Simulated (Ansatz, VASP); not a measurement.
# One calculation of Ga, two programs

The input INCAR:

```
SYSTEM = Ga
PREC = Accurate
ENCUT = 520
EDIFF = 1E-6
ISMEAR = -1
SIGMA = 0.1
LREAL = .False.
LASPH = .True.
NELM = 100
ALGO = Normal
ISIF = 2
LWAVE = .False.
LCHARG = .False.
GGA = CA
NBANDS = 12
```

The input KPOINTS:

```
regular mesh
0
Gamma
  15 15 15
  0 0 0
```

File POSCAR:

```
Ga
1.0
   -1.6742136066      1.6742136066      1.6742136066
    1.6742136066     -1.6742136066      1.6742136066
    1.6742136066      1.6742136066     -1.6742136066
Ga
1
Direct
    0.0000000000      0.0000000000      0.0000000000
```

Input for Ansatz:

```yaml
crystal:
  lattice:
    - [-1.6742136066, 1.6742136066, 1.6742136066]
    - [1.6742136066, -1.6742136066, 1.6742136066]
    - [1.6742136066, 1.6742136066, -1.6742136066]
  atoms:
    - { symbol: Ga, position: [0.0, 0.0, 0.0] }
hamiltonian:
  xc: lda
  pseudopotentials:
    kind: paw
    azcp:
      Ga: "pseudopotentials/Ga.paw.azcp"
basis:
  ecutwfc: 420
  fft_grid_basis: typed
kpoints:
  mp_grid: { grid: [15, 15, 15], shift: [0, 0, 0] }
magnetization:
  spin_polarized: false
scf:
  occupations: { method: fermi_dirac, width: 0.1 }
  lower_state_search: "off"
output:
  stress: true
  write_density: true
  write_potential: true
  elf: true
  volumetric_format: npy
```

Alike in both runs: task single point; functional LDA; k mesh 15 × 15 × 15; occupations fermi-dirac, width 0.1 eV; no spin polarisation.

```csv
,VASP,Ansatz
version,VASP 6.6.1,Ansatz 0.2.0
potentials or method,"VASP PAW LDA potentials, release 64 (Ga_d), cutoff 520 eV","plane waves (420 eV) with PAW, scalar-relativistic"
valence electrons in the cell,13,13
```

```tsv
	VASP	Ansatz	Ansatz less VASP
pressure (GPa)	-4.1	-4.2	-0.05
```

Ansatz warns that its potentials were made for another functional, while VASP's fit it. LDA's correlation is that of Perdew and Zunger in VASP and of Perdew and Wang (1992) in Ansatz.
